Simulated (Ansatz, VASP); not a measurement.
## One calculation of Hg3Se2S, two programs

```
CELL_PARAMETERS angstrom
4.22471 0.00000 0.00000
-2.11235 3.65871 0.00000
0.00000 0.00000 10.37174
ATOMIC_POSITIONS crystal
Hg 0.00000 0.00000 0.00966
Hg 0.33333 0.66667 0.32390
Hg 0.66667 0.33333 0.66739
S 0.00000 0.00000 0.25202
Se 0.33333 0.66667 0.57767
Se 0.66667 0.33333 0.91937
```

Alike in both runs: functional LDA; k mesh 9 × 9 × 4; occupations gaussian, width 0.03 eV; no spin polarisation.

Ansatz relaxed the structure, and its values are those at the end. VASP's run is a single point on that final structure, the one shown.

|  | VASP | Ansatz |
| --- | --- | --- |
| version | VASP 6.6.1 | Ansatz 0.2.0 |
| potentials or method | VASP PAW LDA potentials, release 64 (Hg, S, Se) | scalar-relativistic, plane waves, PAW |
| plane-wave cutoff (eV) | 520 | 420 |
| valence electrons in the cell | 54 | 98 |

```csv
,VASP,Ansatz,Ansatz less VASP
gap on the k mesh at the Fermi level (eV),none,none,-
pressure (GPa),0.5,0.0,-0.53
rms of the force components (eV/Å),0.004,0.001,-0.0026
```

LDA's correlation is that of Perdew and Zunger in VASP and of Perdew and Wang (1992) in Ansatz. A gap of «none» marks a metal or a gap that the smearing closes. VASP's potentials hold 54 valence electrons a cell and Ansatz's 98, so a difference there can come from the potentials and not from the codes.

Spin-orbit coupling is off throughout.
